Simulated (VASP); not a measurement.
# K (Fm-3m) in VASP: further runs

The runs below take K through single point, relaxation of cell and atoms, with PBE+D3(BJ).

Everything below comes from runs of VASP 6.6.1. Logs are shortened: lines on timing, memory, paths and dates and some standing lists are left out, and cuts for length are marked.

## Step 1: The cell of the first run

It takes space group Fm-3m (No. 225, cubic). The conventional cell has a = 6.520 Å, b = 6.520 Å, c = 6.520 Å, α = 90.00°, β = 90.00°, γ = 90.00°.

## Step 2: Single point, PBE+D3(BJ)

INCAR reads:

```
ALGO = Normal ; EDIFF = 1E-6
ENCUT = 520 ; GGA = PE
ISIF = 2 ; ISMEAR = 0
IVDW = 12 ; LASPH = True
LCHARG = False ; LREAL = False
LWAVE = False ; NBANDS = 10
NELM = 80 ; PREC = Accurate
SIGMA = 0.1
```

KPOINTS reads:

```
k-points
0
Gamma
  12 12 12
```

POSCAR reads:

```
K
1.0
    0.0000000000      3.2597550010      3.2597550010
    3.2597550010      0.0000000000      3.2597550010
    3.2597550010      3.2597550010      0.0000000000
K
1
Direct
    0.0000000000      0.0000000000      0.0000000000
```

Potentials or basis: VASP PAW PBE potentials, release 64 (K_sv).

The run is started by

```
> cat potpaw_PBE.64/K_sv/POTCAR > POTCAR
> mpirun -np 1 vasp_std > vasp.out
```

OUTCAR:

```text
EDIFF = 1E-6
   ENCUT = 520
   GGA = PE
   ISIF = 2
   ISMEAR = 0
   IVDW = 12
   LASPH = True
   LREAL = False
   NELM = 80
   PREC = Accurate
 IVDW          = 12

 ion  position               nearest neighbor table
   1  0.000  0.000  0.000-

  LATTYP: Found a face centered cubic cell.
 ALAT       =     6.5195100020

  Lattice vectors:

 A1 = (   0.0000000000,   3.2597550010,   3.2597550010)
 A2 = (   3.2597550010,   0.0000000000,   3.2597550010)
 A3 = (   3.2597550010,   3.2597550010,   0.0000000000)

Analysis of symmetry for initial positions (statically):
=====================================================================
 Subroutine PRICEL returns:
 Original cell was already a primitive cell.

 Routine SETGRP: Setting up the symmetry group for a
 face centered cubic supercell.

 Subroutine GETGRP returns: Found 48 space group operations
 (whereof 48 operations were pure point group operations)
 out of a pool of 48 trial point group operations.

The static configuration has the point symmetry O_h .

Analysis of symmetry for dynamics (positions and initial velocities):
=====================================================================
 Subroutine PRICEL returns:
 Original cell was already a primitive cell.

 Routine SETGRP: Setting up the symmetry group for a
 face centered cubic supercell.

 Subroutine GETGRP returns: Found 48 space group operations
 (whereof 48 operations were pure point group operations)
 out of a pool of 48 trial point group operations.

The dynamic configuration has the point symmetry O_h .

 Subroutine INISYM returns: Found 48 space group operations
 (whereof 48 operations are pure point group operations),
 and found     1 'primitive' translations

----------------------------------------------------------------------------------------

                                     Primitive cell

  volume of cell :      69.2763

  direct lattice vectors                    reciprocal lattice vectors
     0.000000000  3.259755001  3.259755001    -0.153385761  0.153385761  0.153385761
     3.259755001  0.000000000  3.259755001     0.153385761 -0.153385761  0.153385761
     3.259755001  3.259755001  0.000000000     0.153385761  0.153385761 -0.153385761

  length of vectors
     4.609989732  4.609989732  4.609989732     0.265671930  0.265671930  0.265671930

  position of ions in fractional coordinates (direct lattice)
     0.000000000  0.000000000  0.000000000

[... 79 lines left out ...]
   IBRION =     -1    ionic relax: 0-MD 1-quasi-New 2-CG
   NFREE  =      0    steps in history (QN), initial steepest desc. (CG)
   ISIF   =      2    stress and relaxation
   ISYM   =      2    0-nonsym 1-usesym 2-fastsym
   POTIM  = 0.5000    time-step for ionic-motion
   TEBEG  =    0.0;   TEEND  =   0.0 temperature during run
   PSTRESS=    0.0 pullay stress
   NELECT =       9.0000    total number of electrons
   NUPDOWN=      -1.0000    fix difference up-down
   EMIN   =  10.00;   EMAX   =-10.00  energy-range for DOS
   EFERMI =   0.00;   METHOD = LEGACY
   ISMEAR =     0;   SIGMA  =   0.10  broadening in eV -4-tet -1-fermi 0-gaus
   EFERMI_NEDOS =   21; number of points for ismear=-14 and -15
   IALGO  =     38    algorithm
   IMIX   =      4    mixing-type and parameters
     AMIX     =   0.40;   BMIX     =  1.00
     AMIX_MAG =   1.60;   BMIX_MAG =  1.00
  volume/ion in A,a.u.               =      69.28       467.50
  Fermi-wavevector in a.u.,A,eV,Ry     =   0.829139  1.566846  9.353619  0.687472
  Thomas-Fermi vector in A             =   1.941635
   LORBIT       =      0    0 simple, 1 ext, 2 COOP (PROOUT), +10 PAW based schemes
   GGA     = PE    functional components
   LHFCALC =     F    Hartree Fock is set to
   AEXX    =    0.0000 exact exchange contribution
   IVDW    =    12    specifies the selected vdW correction
   LEPSILON=     F    determine dielectric tensor
   LRPA    =     F    only Hartree local field effects (RPA)
 non-spin polarized calculation
 Gauss-broadening in eV      SIGMA  =   0.10
  energy-cutoff  :      520.00
  volume of cell :       69.28
 maximum number of plane-waves:      1892
 NGX is ok and might be reduce to    36
   NGX = 17   NGY = 17   NGZ = 17

 number of electron       9.0000001 magnetization

 Free energy of the ion-electron system (eV)
  ---------------------------------------------------
  ext. energy  EPLUGINS =         0.00000000
  ---------------------------------------------------
  free energy    TOTEN  =        -1.04648432 eV

  energy without entropy =       -1.04276907  energy(sigma->0) =       -1.04462669

 E-fermi :  -0.0013     XC(G=0):  -5.7971

 val. band max:       -0.0581178046   @ k =   0.5000   0.2500   0.0833
 cond. band min:       0.0185639740   @ k =  -0.4167   0.0833   0.0000
 fundamental gap:      0.0766817786
 Fermi energy:        -0.0013330234

 k-point     1 :       0.0000    0.0000    0.0000
  band No.  band energies     occupation
      1     -32.0780      2.00000
      2     -15.5239      2.00000
      3     -15.5239      2.00000
      4     -15.5239      2.00000
      5      -2.2272      2.00000
      6       4.2822      0.00000
      7       4.2822      0.00000
      8       4.2822      0.00000
      9       5.5799      0.00000
     10       5.5799      0.00000
[... 287 lines left out ...]
 k-point    24 :      -0.4167    0.1667    0.0000
  band No.  band energies     occupation
      1     -32.0725      2.00000
      2     -15.5985      2.00000
      3     -15.5500      2.00000
      4     -15.5383      2.00000
      5       0.4445      0.00000
      6       0.9473      0.00000
      7       3.2412      0.00000
      8       4.2411      0.00000
      9       5.6909      0.00000
     10       6.1117      0.00000

 [... further k-points ...]

------------------------ aborting loop because EDIFF is reached ----------------------------------------

 Edisp (eV)   -0.12018

 E8    (eV) :    -0.0646

  FORCE on cell =-STRESS in cart. coord.  units (eV):
  Direction    XX          YY          ZZ          XY          YZ          ZX
  --------------------------------------------------------------------------------------
  -------------------------------------------------------------------------------------
  Total      -0.01100    -0.01100    -0.01100     0.00000    -0.00000     0.00000
  in kB      -0.25438    -0.25438    -0.25438     0.00000    -0.00000     0.00000
  external pressure =       -0.25 kB  Pullay stress =        0.00 kB

 VOLUME and BASIS-vectors are now :
 -----------------------------------------------------------------------------
  energy-cutoff  :      520.00
  volume of cell :       69.28
      direct lattice vectors                 reciprocal lattice vectors
     0.000000000  3.259755001  3.259755001    -0.153385761  0.153385761  0.153385761
     3.259755001  0.000000000  3.259755001     0.153385761 -0.153385761  0.153385761
     3.259755001  3.259755001  0.000000000     0.153385761  0.153385761 -0.153385761

 POSITION                                       TOTAL-FORCE (eV/Angst)
 -----------------------------------------------------------------------------------
      0.00000      0.00000      0.00000         0.000000      0.000000      0.000000
 -----------------------------------------------------------------------------------
    total drift:                               -0.000000      0.000000      0.000000

  FREE ENERGIE OF THE ION-ELECTRON SYSTEM (eV)
  ---------------------------------------------------
  free  energy   TOTEN  =        -1.1666625105 eV

  energy  without entropy=       -1.1629472605  energy(sigma->0) =       -1.16480489
```

OSZICAR:

```text
N       E                     dE             d eps       ncg     rms          rms(c)
DAV:   1     0.451507260541E+02    0.45151E+02   -0.36600E+03  1440   0.694E+02
DAV:   2     0.492770193615E+00   -0.44658E+02   -0.43959E+02  1536   0.193E+02
DAV:   3    -0.996959524797E+00   -0.14897E+01   -0.14822E+01  2248   0.279E+01
DAV:   4    -0.104514405576E+01   -0.48185E-01   -0.48072E-01  1912   0.429E+00
DAV:   5    -0.104631625390E+01   -0.11722E-02   -0.11719E-02  2212   0.492E-01    0.214E+00
DAV:   6    -0.104617686832E+01    0.13939E-03   -0.16048E-03  2102   0.256E-01    0.133E+00
DAV:   7    -0.104642796596E+01   -0.25110E-03   -0.29468E-03  2180   0.340E-01    0.578E-02
DAV:   8    -0.104647203858E+01   -0.44073E-04   -0.16131E-04  1888   0.146E-01    0.198E-02
DAV:   9    -0.104648544417E+01   -0.13406E-04   -0.13765E-05  1688   0.287E-02    0.841E-03
DAV:  10    -0.104648440556E+01    0.10386E-05   -0.29857E-06  2010   0.139E-02    0.177E-03
DAV:  11    -0.104648431703E+01    0.88526E-07   -0.90329E-08  1056   0.264E-03
   1 F= -.11666625E+01 E0= -.11648049E+01  d E =-.371525E-02
```

stdout:

```text
POSCAR found type information on POSCAR K
 POSCAR found :  1 types and       1 ions
 scaLAPACK will be used
 LDA part: xc-table for (Slater+PW92), standard interpolation
 POSCAR, INCAR and KPOINTS ok, starting setup
 FFT: planning ... GRIDC
 FFT: planning ... GRID_SOFT
 FFT: planning ... GRID
 WAVECAR not read
 entering main loop
```

It took 20 s on 1 thread of Intel Xeon Platinum 8488C (Sapphire Rapids), shared host; peak memory 0.22 GiB.

What came out:

* Free energy: -1.1667 eV
* Pressure: 0.0 GPa
* Dispersion energy per atom: -0.120 eV

Caveat: pairwise dispersion overbinds metals, which lowers pressure and volume.

## Step 3: Relaxation of cell and atoms, PBE+D3(BJ), target pressure 20 GPa, at which the enthalpy is minimised

This run uses another cell than the first one, of 31.60 Å³/atom, 0.456 times its volume.

INCAR reads:

```
SYSTEM = K
PREC = Accurate ; ENCUT = 600
EDIFF = 1E-6 ; ISMEAR = 0
SIGMA = 0.1 ; LREAL = .False.
LASPH = .True. ; NELM = 100
ALGO = Fast ; ISIF = 3
LWAVE = .False. ; LCHARG = .False.
GGA = PE ; IVDW = 12
IBRION = 2 ; NSW = 70
EDIFFG = -0.008 ; PSTRESS = 200.0
```

KPOINTS reads:

```
regular mesh
0
Gamma
  14 14 14
  0 0 0
```

POSCAR reads:

```
K
1.0
    0.0000000000      2.5092146174      2.5092146174
    2.5092146174      0.0000000000      2.5092146174
    2.5092146174      2.5092146174      0.0000000000
K
1
Direct
    0.0000000000      0.0000000000      0.0000000000
```

Potentials or basis: VASP PAW PBE potentials, release 64 (K_sv).

The run is started by

```
> cat potpaw_PBE.64/K_sv/POTCAR > POTCAR
> mpirun -np 1 vasp_std > vasp.out
```

Wall time 57 s (1 thread of Intel Xeon Platinum 8488C (Sapphire Rapids), shared host); peak memory 0.19 GiB.

The run converged. Its results:

| Item | Value |
| --- | --- |
| Free energy | 0.2260 eV |
| Relaxed volume | 25.83 Å³/atom |
| Relaxed cell | a = 3.318 Å, b = 3.318 Å, c = 3.318 Å, α = 60.00°, β = 60.00°, γ = 60.00° |
| Space group after relaxing (to 0.05 Å) | Fm-3m (No. 225) |
| Energy change on relaxing (the enthalpy is what falls) | +565.2 meV/atom |
| Ionic steps | 3 |
| Pressure after relaxing | 20.0 GPa |
| Dispersion energy per atom | -0.322 eV |

The path:
```csv
step,energy change (eV),largest force (eV/Å),pressure (GPa),volume (Å³)
1,0.0000,0.0000,12.45,31.60
2,0.6382,0.0000,21.22,25.26
3,0.5652,0.0000,20.04,25.83
```

Final structure:
```
K
1.0
     0.00000    2.34618    2.34618
     2.34618    0.00000    2.34618
     2.34618    2.34618    0.00000
K
1
Direct
  0.00000 0.00000 0.00000
```

Levels at points of the mesh, in eV from the Fermi level:
| k point | band 2 | band 3 | band 4 | band 5 | band 6 | band 7 | band 8 |
| --- | --- | --- | --- | --- | --- | --- | --- |
| (0.00, 0.00, 0.00) | -15.44 | -15.44 | -15.44 | -3.44 | 4.48 | 4.48 | 4.48 |
| (0.50, 0.00, 0.00) | -16.96 | -15.61 | -15.61 | -0.20 | 2.42 | 4.10 | 4.10 |
| (0.50, 0.50, 0.00) | -16.82 | -15.94 | -15.94 | -0.67 | 0.95 | 4.57 | 8.85 |

Caveat: the cell is relaxed towards a set pressure, so the enthalpy falls and the energy may rise; the volume moved by over 15 % at a fixed basis, so the end points are rough; pairwise dispersion overbinds metals, which lowers pressure and volume.

[end of part 1 of 2]
